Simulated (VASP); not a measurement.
Set up this calculation in VASP 6.6.1, as the native input.

- Task: relaxation of cell and atoms
- Functional: r2SCAN
- Potentials or basis: VASP PAW PBE potentials, release 64 (Ti_sv)
- Cutoff: 550 eV
- k mesh: 7 × 7 × 7
- Occupations: methfessel-paxton, width 0.05 eV
- Spin: no spin polarisation
- Target pressure: 60 GPa
- Dipole correction: no
- Further INCAR settings: ALGO = Normal; EDIFF = 1e-07; IBRION = 2; EDIFFG = -0.01; NSW = 60; ISIF = 3

The system is Ti.

```
Ti
1.0
     0.00000    2.06500    2.06500
     2.06500    0.00000    2.06500
     2.06500    2.06500    0.00000
Ti
1
Cartesian
  0.0000 0.0000 0.0000
```

This isn't the form of Ti at room conditions, which is hcp.

One way to write it, as run:

POSCAR

```
Ti
1.0
    0.0000000000      2.0650000000      2.0650000000
    2.0650000000      0.0000000000      2.0650000000
    2.0650000000      2.0650000000      0.0000000000
Ti
1
Direct
    0.0000000000      0.0000000000      0.0000000000
```

INCAR.step1

```
PREC     = Accurate       # precision mode
ENCUT    = 550            # plane-wave cutoff, eV
ISMEAR   = 1              # smearing method
SIGMA    = 0.05           # smearing width, eV
LREAL    = F              # projectors in reciprocal space
LASPH    = T              # aspherical terms in the spheres
NELM     = 120            # most SCF steps
GGA      = PE             # functional
ALGO     = Normal         # electronic algorithm
EDIFF    = 1E-5           # SCF threshold, eV
LWAVE    = T              # write WAVECAR
LCHARG   = F              # write CHGCAR
GGA_COMPAT= F            
IBRION   = 2              # ionic algorithm
ISIF     = 3              # what is computed and relaxed
EDIFFG   = -0.005         # ionic threshold
NELMIN   = 4            
NSW      = 100            # ionic steps
```

INCAR.step2

```
PREC     = Accurate       # precision mode
ENCUT    = 550            # plane-wave cutoff, eV
EDIFF    = 1E-7           # SCF threshold, eV
ISMEAR   = 1              # smearing method
SIGMA    = 0.05           # smearing width, eV
LREAL    = F              # projectors in reciprocal space
LASPH    = T              # aspherical terms in the spheres
NELM     = 120            # most SCF steps
ALGO     = Normal         # electronic algorithm
ISIF     = 3              # what is computed and relaxed
LWAVE    = F              # write WAVECAR
LCHARG   = F              # write CHGCAR
METAGGA  = R2SCAN         # meta-GGA
LMIXTAU  = T            
IBRION   = 2              # ionic algorithm
NSW      = 60             # ionic steps
EDIFFG   = -0.01          # ionic threshold
PSTRESS  = 600.0        
ISTART   = 1            
GGA_COMPAT= F            
NELMIN   = 4
```

KPOINTS

```
Automatic mesh
0
Gamma
  7 7 7
```

Potentials or basis: VASP PAW PBE potentials, release 64 (Ti_sv).

Run with:

```bash
$ cat potpaw_PBE.64/Ti_sv/POTCAR > POTCAR
$ cp INCAR.step1 INCAR
$ mpirun -np 1 vasp_std > vasp.out
$ cp INCAR.step2 INCAR
$ mpirun -np 1 vasp_std > vasp.out
```

It gave:

The relaxed volume is 12.66 Å³/atom, the relaxed cell is a = 2.616 Å, b = 2.616 Å, c = 2.616 Å, α = 60.00°, β = 60.00°, γ = 60.00° and the space group after relaxing (to 0.1 Å) is Fm-3m (No. 225). The energy change on relaxing (the run minimises the enthalpy) is +718.5 meV/atom, the ionic steps are 17 and the pressure after relaxing is 60.0 GPa. The band gap on the k mesh is zero (bands 6 and 7 overlap by 1.42 eV).

Caveat: the k points lie up to 0.42 Å⁻¹ apart in the final cell, too coarse for converged energies and pressures of a metal; the cell is relaxed towards a set pressure, so the run minimises the enthalpy, not the energy; the volume moved by over 15 % at a fixed basis, so the end points are rough; the PAW data sets were made with another functional, which shifts forces and pressure a little.

It took 3.2 min on 1 thread of Intel(R) Xeon(R) Platinum 8488C (Sapphire Rapids) (shared host), peak memory 0.16 GiB.
